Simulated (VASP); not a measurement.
# Li (Im-3m) in VASP: further runs

Runs on Li. Level: LDA. Tasks: single point, relaxation of cell and atoms.

Program: VASP 6.6.1. These are calculated values, not measurements. Logs are shortened: lines on timing, memory, paths and dates and some standing lists are left out, and cuts for length are marked.

### 1 The cell of the first run

It takes space group Im-3m (No. 229, cubic). Conventional cell: a = 3.364 Å, b = 3.364 Å, c = 3.364 Å, α = 90.00°, β = 90.00°, γ = 90.00°. Li (site symmetry m-3m) has 14 Li at 2.91 to 3.36 Å within 3.8 Å.

### 2 Single point, LDA

INCAR reads:

```
SYSTEM = Li
  PREC = Accurate
  ENCUT = 520
  EDIFF = 1E-6
  ISMEAR = -1
  SIGMA = 0.05
  LREAL = .FALSE.
  LASPH = .TRUE.
  NELM = 60
  ALGO = Normal
  ISIF = 2
  LWAVE = .FALSE.
  LCHARG = .TRUE.
  LELF = .TRUE.
  LVHAR = .TRUE.
  NBANDS = 8
```

KPOINTS reads:

```
regular mesh
0
G
  10 10 10
  0 0 0
```

POSCAR reads:

```
Li
1.0
    2.9135735432     -0.0000000161     -0.0000000279
   -0.9711911659      2.7469434852     -0.0000000279
   -0.9711911659     -1.3734717023      2.3789228642
Li
1
Direct
    0.0000000000      0.0000000000      0.0000000000
```

Potentials or basis: VASP PAW LDA potentials, release 64 (Li_sv).

Started as:

```bash
> cat potpaw_LDA.64/Li_sv/POTCAR > POTCAR
> mpirun -np 1 vasp_std > vasp.out
```

OUTCAR:

```text
SYSTEM = Li
   PREC = Accurate
   ENCUT = 520
   EDIFF = 1E-6
   ISMEAR = -1
   LREAL = .FALSE.
   LASPH = .TRUE.
   NELM = 60
   ISIF = 2

 ion  position               nearest neighbor table
   1  0.000  0.000  0.000-

  LATTYP: Found a body centered cubic cell.
 ALAT       =     3.3643049389

  Lattice vectors:

 A1 = (   2.9135735432,  -0.0000000161,  -0.0000000279)
 A2 = (  -0.9711911659,   2.7469434852,  -0.0000000279)
 A3 = (  -0.9711911659,  -1.3734717023,   2.3789228642)

Analysis of symmetry for initial positions (statically):
=====================================================================
 Subroutine PRICEL returns:
 Original cell was already a primitive cell.

 Routine SETGRP: Setting up the symmetry group for a
 body centered cubic supercell.

 Subroutine GETGRP returns: Found 48 space group operations
 (whereof 48 operations were pure point group operations)
 out of a pool of 48 trial point group operations.

The static configuration has the point symmetry O_h .

Analysis of symmetry for dynamics (positions and initial velocities):
=====================================================================
 Subroutine PRICEL returns:
 Original cell was already a primitive cell.

 Routine SETGRP: Setting up the symmetry group for a
 body centered cubic supercell.

 Subroutine GETGRP returns: Found 48 space group operations
 (whereof 48 operations were pure point group operations)
 out of a pool of 48 trial point group operations.

The dynamic configuration has the point symmetry O_h .

 Subroutine INISYM returns: Found 48 space group operations
 (whereof 48 operations are pure point group operations),
 and found     1 'primitive' translations

----------------------------------------------------------------------------------------

                                     Primitive cell

  volume of cell :      19.0395

  direct lattice vectors                    reciprocal lattice vectors
     2.913573543 -0.000000016 -0.000000028     0.343221131  0.121346995  0.210179154
    -0.971191166  2.746943485 -0.000000028     0.000000004  0.364040984  0.210179154
    -0.971191166 -1.373471702  2.378922864     0.000000004  0.000000006  0.420358317

  length of vectors
     2.913573543  2.913573543  2.913573543     0.420358317  0.420358317  0.420358317

  position of ions in fractional coordinates (direct lattice)
     0.000000000  0.000000000  0.000000000

  ion indices of the primitive-cell ions
   primitive index   ion index
                 1           1

----------------------------------------------------------------------------------------

 KPOINTS: regular mesh

Automatic generation of k-mesh.
 Grid dimensions read from file:
 generate k-points for:   10   10   10

 Generating k-lattice:

  Cartesian coordinates                     Fractional coordinates (reciprocal lattice)
     0.034322113  0.012134699  0.021017915     0.100000000 -0.000000000  0.000000000
     0.000000000  0.036404098  0.021017915    -0.000000000  0.100000000  0.000000000
     0.000000000  0.000000001  0.042035832     0.000000000  0.000000000  0.100000000

  Length of vectors
     0.042035832  0.042035832  0.042035832

  Shift w.r.t. Gamma in fractional coordinates (k-lattice)
     0.000000000  0.000000000  0.000000000

 Subroutine IBZKPT returns following result:
 ===========================================

 Found     47 irreducible k-points:

 Following reciprocal coordinates:
            Coordinates               Weight
  0.000000  0.000000  0.000000      1.000000
  0.100000 -0.000000 -0.000000     12.000000
  0.200000 -0.000000 -0.000000     12.000000
  0.300000 -0.000000  0.000000     12.000000
  0.400000 -0.000000 -0.000000     12.000000
  0.500000 -0.000000 -0.000000      6.000000
[... 16 lines left out ...]
  0.300000  0.300000  0.100000      8.000000
 -0.300000  0.300000  0.100000     24.000000
 [... further k-points ...]
   k-points           NKPTS =     47   k-points in BZ     NKDIM =     47   number of bands    NBANDS=      8
   number of dos      NEDOS =    301   number of ions     NIONS =      1
   total plane-waves  NPLWV =  13824
   dimension x,y,z NGX =    24 NGY =   24 NGZ =   24
   dimension x,y,z NGXF=    48 NGYF=   48 NGZF=   48
   ions per type =               1
   NGX,Y,Z   is equivalent  to a cutoff of  13.69, 13.69, 13.69 a.u.
   NGXF,Y,Z  is equivalent  to a cutoff of  27.39, 27.39, 27.39 a.u.
 SYSTEM =  Li
   PREC   = accura    normal or accurate (medium, high low for compatibility)
   ISTART =      0    job   : 0-new  1-cont  2-samecut
   ICHARG =      2    charge: 1-file 2-atom 10-const
   ISPIN  =      1    spin polarized calculation?
   LNONCOLLINEAR =      F non collinear calculations
   LSORBIT =      F    spin-orbit coupling
   LASPH  =      T    aspherical Exc in radial PAW
   ENCUT  =  520.0 eV  38.22 Ry    6.18 a.u.   5.42  5.42  5.42*2*pi/ulx,y,z
   NELM   =     60;   NELMIN=  2; NELMDL= -5     # of ELM steps
   EDIFF  = 0.1E-05   stopping-criterion for ELM
   LREAL  =      F    real-space projection
   EDIFFG = 0.1E-04   stopping-criterion for IOM
   NSW    =      0    number of steps for IOM
   IBRION =     -1    ionic relax: 0-MD 1-quasi-New 2-CG
   NFREE  =      0    steps in history (QN), initial steepest desc. (CG)
   ISIF   =      2    stress and relaxation
   ISYM   =      2    0-nonsym 1-usesym 2-fastsym
   POTIM  = 0.5000    time-step for ionic-motion
   TEBEG  =    0.0;   TEEND  =   0.0 temperature during run
   PSTRESS=    0.0 pullay stress
   NELECT =       3.0000    total number of electrons
   NUPDOWN=      -1.0000    fix difference up-down
   EMIN   =  10.00;   EMAX   =-10.00  energy-range for DOS
   EFERMI =   0.00;   METHOD = LEGACY
   ISMEAR =    -1;   SIGMA  =   0.05  broadening in eV -4-tet -1-fermi 0-gaus
   EFERMI_NEDOS =   21; number of points for ismear=-14 and -15
   IALGO  =     38    algorithm
   IMIX   =      4    mixing-type and parameters
     AMIX     =   0.40;   BMIX     =  1.00
     AMIX_MAG =   1.60;   BMIX_MAG =  1.00
  volume/ion in A,a.u.               =      19.04       128.49
  Fermi-wavevector in a.u.,A,eV,Ry     =   0.884226  1.670945 10.637789  0.781855
  Thomas-Fermi vector in A             =   2.005098
   LORBIT       =      0    0 simple, 1 ext, 2 COOP (PROOUT), +10 PAW based schemes
   GGA     = CA    functional components
   LHFCALC =     F    Hartree Fock is set to
   AEXX    =    0.0000 exact exchange contribution
   IVDW    =     0    specifies the selected vdW correction
   LEPSILON=     F    determine dielectric tensor
   LRPA    =     F    only Hartree local field effects (RPA)
 non-spin polarized calculation
  energy-cutoff  :      520.00
  volume of cell :       19.04
 maximum number of plane-waves:       531
 NGX is ok and might be reduce to    24
   NGX = 11   NGY = 11   NGZ = 11

 number of electron       3.0000006 magnetization

 Free energy of the ion-electron system (eV)
  ---------------------------------------------------
  ext. energy  EPLUGINS =         0.00000000
  ---------------------------------------------------
  free energy    TOTEN  =        -2.03943914 eV

  energy without entropy =       -2.03278062  energy(sigma->0) =       -2.03610988

 E-fermi :   0.8191     XC(G=0):  -7.3039

 val. band max:        0.7852807156   @ k =   0.3000   0.2000   0.0000
 cond. band min:       0.9083342486   @ k =   0.4000   0.1000  -0.0000
 fundamental gap:      0.1230535330
 Fermi energy:         0.8190653830

 k-point     1 :       0.0000    0.0000    0.0000
  band No.  band energies     occupation
      1     -44.7465      2.00000
      2      -2.7893      2.00000
      3      15.7808      0.00000
      4      15.7808      0.00000
      5      15.7808      0.00000
      6      20.9391      0.00000
      7      20.9391      0.00000
      8      20.9391      0.00000

 k-point     2 :       0.1000   -0.0000   -0.0000
  band No.  band energies     occupation
      1     -44.7438      2.00000
      2      -2.5995      2.00000
      3      14.5116      0.00000
      4      14.9330      0.00000
      5      15.4592      0.00000
      6      19.0077      0.00000
      7      19.1757      0.00000
      8      20.9351      0.00000

 k-point     3 :       0.2000   -0.0000   -0.0000
  band No.  band energies     occupation
      1     -44.7369      2.00000
      2      -2.0294      2.00000
      3      11.4463      0.00000
      4      13.5326      0.00000
      5      14.6573      0.00000
      6      17.3628      0.00000
      7      18.2241      0.00000
      8      20.9115      0.00000

 k-point     4 :       0.3000   -0.0000    0.0000
  band No.  band energies     occupation
      1     -44.7283      2.00000
      2      -1.0866      2.00000
      3       8.2747      0.00000
      4      12.3836      0.00000
      5      13.8021      0.00000
      6      16.0490      0.00000
      7      18.2559      0.00000
      8      21.7994      0.00000

 k-point     5 :       0.4000   -0.0000   -0.0000
  band No.  band energies     occupation
      1     -44.7215      2.00000
      2       0.1444      2.00000
      3       5.6289      0.00000
      4      11.6644      0.00000
      5      13.2073      0.00000
      6      15.2579      0.00000
      7      18.5438      0.00000
      8      23.2309      0.00000
[... 177 lines left out ...]
 k-point    22 :      -0.2000    0.2000    0.1000
  band No.  band energies     occupation
      1     -44.7345      2.00000
      2      -1.8337      2.00000
      3      11.4362      0.00000
      4      12.4623      0.00000
      5      14.5393      0.00000
      6      16.3117      0.00000
      7      18.9085      0.00000
      8      20.6491      0.00000

 k-point    23 :       0.3000    0.3000    0.1000
  band No.  band energies     occupation
      1     -44.7165      2.00000
      2       3.3469      0.00000
      3       3.3469      0.00000
      4       6.5999      0.00000
      5      10.3251      0.00000
      6      22.5995      0.00000
      7      23.8639      0.00000
      8      23.8639      0.00000

 k-point    24 :      -0.3000    0.3000    0.1000
  band No.  band energies     occupation
      1     -44.7262      2.00000
      2      -0.8818      2.00000
      3       8.3622      0.00000
      4      11.2707      0.00000
      5      13.7911      0.00000
      6      16.6284      0.00000
      7      17.6718      0.00000
      8      21.5774      0.00000

 [... further k-points ...]
[... 5 lines left out ...]
  --------------------------------------------------------------------------------------
  -------------------------------------------------------------------------------------
  Total       -0.0115598     -0.0115598     -0.0115598      0.0000000     -0.0000000      0.0000000
  in kB       -0.9727598     -0.9727598     -0.9727598      0.0000000     -0.0000000      0.0000000
  external PRESSURE =      -0.9727598 kB  Pullay stress =       0.0000000 kB

 VOLUME and BASIS-vectors are now :
 -----------------------------------------------------------------------------
  energy-cutoff  :      520.00
  volume of cell :       19.04
      direct lattice vectors                 reciprocal lattice vectors
     2.913573543 -0.000000016 -0.000000028     0.343221131  0.121346995  0.210179154
    -0.971191166  2.746943485 -0.000000028     0.000000004  0.364040984  0.210179154
    -0.971191166 -1.373471702  2.378922864     0.000000004  0.000000006  0.420358317

 POSITION                                       TOTAL-FORCE (eV/Angst)
 -----------------------------------------------------------------------------------
      0.00000      0.00000      0.00000        -0.000000      0.000000      0.000000
 -----------------------------------------------------------------------------------
    total drift:                                0.000000     -0.000000      0.000000

  FREE ENERGIE OF THE ION-ELECTRON SYSTEM (eV)
  ---------------------------------------------------
  free  energy   TOTEN  =        -2.0394391395 eV

  energy  without entropy=       -2.0327806187  energy(sigma->0) =       -2.03610988
```

Wall time 3.1 s (1 thread of Intel Xeon Platinum 8259CL at 2.50GHz (Skylake/Cascade Lake), shared host); peak memory 0.11 GiB.

Results:

* Free energy: -2.0394 eV
* Band gap on the k mesh: zero (an odd number of electrons rules out a gap without spin polarisation)

Caveat: the cutoff is under 1.25 times the usual one of these potentials, so pressure, stress and relaxed cells hold a basis-set (Pulay) error.

### 3 Relaxation of cell and atoms, LDA

This run uses another cell than the first one, of 21.61 Å³/atom.

INCAR reads:

```
SYSTEM = Li
  PREC = Accurate
  ENCUT = 600
  EDIFF = 1E-6
  ISMEAR = -1
  SIGMA = 0.05
  LREAL = .False.
  LASPH = .True.
  NELM = 100
  ALGO = Normal
  ISIF = 3
  LWAVE = .False.
  LCHARG = .False.
  GGA = CA
  IBRION = 2
  NSW = 80
  EDIFFG = -0.01
```

KPOINTS reads:

```
Automatic mesh
0
Gamma
  10 10 10
  0 0 0
```

POSCAR reads:

```
Li
1.0
    3.0391430000      0.0000000000      0.0000000000
   -1.0130476349      2.8653315103      0.0000000000
   -1.0130476349     -1.4326656878      2.4814499170
Li
1
Direct
    0.0000000000      0.0000000000      0.0000000000
```

Potentials or basis: VASP PAW LDA potentials, release 64 (Li_sv).

Started as:

```bash
> cat potpaw_LDA.64/Li_sv/POTCAR > POTCAR
> mpirun -np 1 vasp_std > vasp.out
```

Wall time 6 s (1 thread of Intel Xeon Platinum 8259CL at 2.50GHz (Skylake/Cascade Lake), shared host); peak memory 0.11 GiB.

Results (log left out):

```
Free energy                           : -2.0423 eV
Relaxed volume                        : 18.76 Å³/atom
Relaxed cell                          : a = 2.899 Å, b = 2.899 Å, c = 2.899 Å, α = 109.47°, β = 109.47°, γ = 109.47°
Space group after relaxing (to 0.1 Å) : Im-3m (No. 229)
Energy gained by relaxing             : 16.2 meV/atom
Ionic steps                           : 4
Pressure after relaxing               : 0.0 GPa
Band gap on the k mesh                : zero (an odd number of electrons rules out a gap without spin polarisation)
```

Step by step:
```
step  energy change (eV)  largest force (eV/Å)  pressure (GPa)  volume (Å³)
   1              0.0000                0.0000           -1.64        21.61
   2             -0.0064                0.0000           -1.35        20.92
   3             -0.0159                0.0000           -0.24        19.10
   4             -0.0162                0.0000            0.03        18.76
```

Final structure:
```xyz
1
Lattice="2.8991 0.0000 0.0000 -0.9664 2.7333 0.0000 -0.9664 -1.3666 2.3671" Properties=species:S:1:pos:R:3 pbc="T T T"
Li   -0.9664    2.7333    0.0000
```

Levels at points of the mesh, in eV from the Fermi level:
```tsv
k point	band 1	band 2	band 3	band 4	band 5
(0.00, 0.00, 0.00)	-45.53	-3.63	15.13	15.13	15.13
(0.50, 0.00, 0.00)	-45.50	0.17	3.53	10.71	12.30
(0.50, 0.50, 0.50)	-45.48	5.68	5.68	5.68	8.17
```

Caveat: the cutoff is under 1.25 times the usual one of these potentials, so pressure, stress and relaxed cells hold a basis-set (Pulay) error. LDA usually gives volumes a few per cent too small.
